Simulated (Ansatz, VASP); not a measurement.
## Pt in VASP and in Ansatz

```xyz
5
Lattice="2.8080 0.0000 0.0000 0.0000 2.8080 0.0000 0.0000 0.0000 23.9422" Properties=species:S:1:pos:R:3 pbc="T T T"
Pt    0.0000    0.0000    8.0597
Pt    1.4040    1.4040    9.9979
Pt    0.0000    0.0000   11.9711
Pt    1.4040    1.4040   13.9443
Pt    0.0000    0.0000   15.8825
```

Alike in both runs: task single point; functional PBE; k mesh 12 × 12 × 1; occupations fermi-dirac, width 0.08 eV; no spin polarisation.

```csv
,VASP,Ansatz
version,VASP 6.6.1,Ansatz 0.2.0
potentials or method,"VASP PAW PBE potentials, release 64 (Pt), cutoff 520 eV","all-electron LAPW, scalar-relativistic"
```

```csv
,VASP,Ansatz,Ansatz less VASP
rms of the force components (eV/Å),0.007,0.001,-0.0057
```

Atom by atom the forces differ by 0.006 eV/Å (rms over components). Ansatz ran all-electron here, and VASP with PAW potentials. Ansatz's warnings: slab cell height set.

Spin-orbit coupling is off throughout.
